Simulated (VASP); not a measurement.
SrO: single point with PBEsol+D3(BJ)

The system is SrO.

```
CELL_PARAMETERS angstrom
4.19846 0.00000 0.00000
-2.09923 3.63597 0.00000
0.00000 0.00000 5.07321
ATOMIC_POSITIONS crystal
Sr 0.33333 0.66667 0.93749
Sr 0.66667 0.33333 0.43749
O 0.33333 0.66667 0.43751
O 0.66667 0.33333 0.93751
```

- Program: VASP 6.6.1
- Task: single point
- Functional: PBEsol
- Dispersion: D3(BJ)
- Potentials or basis: VASP PAW PBE potentials, release 64 (Sr_sv, O)
- Cutoff: 520 eV
- k mesh: 6 × 6 × 4
- Occupations: fermi-dirac, width 0.01 eV
- Spin: no spin polarisation

- Pressure: 0.6 GPa
- Band gap on the k mesh: 2.67 eV
- Dispersion energy per atom: -0.229 eV

Levels at points of the mesh, in eV from the valence-band top:
```tsv
k point	band 14	band 15	band 16	band 17	band 18	band 19
(0.00, 0.00, 0.00)	-0.94	-0.25	0.00	2.67	6.17	6.17
(0.50, 0.00, 0.00)	-0.33	-0.32	-0.28	4.29	4.81	5.05
(0.00, 0.00, 0.50)	-1.18	-1.18	-1.18	4.40	4.40	8.07
(0.50, 0.00, 0.50)	-0.97	-0.43	-0.43	4.95	4.95	7.54
```

Run time: 82 s on 1 thread of Intel Xeon 8259CL, on a shared host, peak memory 0.21 GiB.

Caveat: the PAW data sets were made with another functional, which shifts forces and pressure a little.
